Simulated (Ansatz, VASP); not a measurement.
**Tc: VASP beside Ansatz**

INCAR

```
ALGO = Normal
EDIFF = 1E-8
ENCUT = 520
GGA = CA
ISIF = 2
ISMEAR = -1
LASPH = True
LCHARG = False
LEFG = True
LREAL = False
LWAVE = False
NBANDS = 20
NELM = 60
PREC = Accurate
SIGMA = 0.08
```

File KPOINTS:

```
k-points
0
Gamma
  17 17 9
```

POSCAR

```
Tc
1.0
    2.7491032279      0.0000000000      0.0000000000
   -1.3745516139      2.3807932330      0.0000000000
    0.0000000000      0.0000000000      4.4126114030
Tc
2
Direct
    0.3333333333      0.6666666667      0.2500000000
    0.6666666667      0.3333333333      0.7500000000
```

Input for Ansatz:

```yaml
crystal:
  lattice:
    - [2.7491032279, 0.0, 0.0]
    - [-1.3745516139, 2.380793233, 0.0]
    - [0.0, 0.0, 4.412611403]
  atoms:
    - { symbol: Tc, position: [0.3333333333, 0.6666666667, 0.25] }
    - { symbol: Tc, position: [0.6666666667, 0.3333333333, 0.75] }
kpoints:
  mp_grid: { grid: [17, 17, 9] }
scf:
  occupations: { method: fermi_dirac, width: 0.08 }
hamiltonian:
  xc: lda
  pseudopotentials: { kind: all_electron, datasets: crystal }
output:
  forces: true
  stress: true
  eigenvalues: true
  efg: { contact_densities: true }
```

Change from the starting cell: volume scaled by 1.01, crystal datasets.

Alike in both runs: task electric field gradients; functional LDA; k mesh 17 × 17 × 9; occupations fermi-dirac, width 0.08 eV; no spin polarisation.

```csv
,VASP,Ansatz
version,VASP 6.6.1,Ansatz 0.2.0
potentials or method,"VASP PAW LDA potentials, release 64 (Tc_pv), cutoff 520 eV","all-electron PAW with datasets made for the crystal, scalar-relativistic"
```

Ansatz gave:

- pressure (GPa): -14.5
- traceless stress, the component that is largest in VASP (GPa): -1.14
- size of Vzz on the site where it differs most (V/Å²): 16.5

Q: Which values does VASP return?

A: Pressure (GPa): -14.5; traceless stress, the component that is largest in VASP (GPa): -1.16; size of Vzz on the site where it differs most (V/Å²): 16.5.

LDA's correlation is that of Perdew and Zunger in VASP and of Perdew and Wang (1992) in Ansatz. Ansatz ran all-electron here, and VASP with PAW potentials.
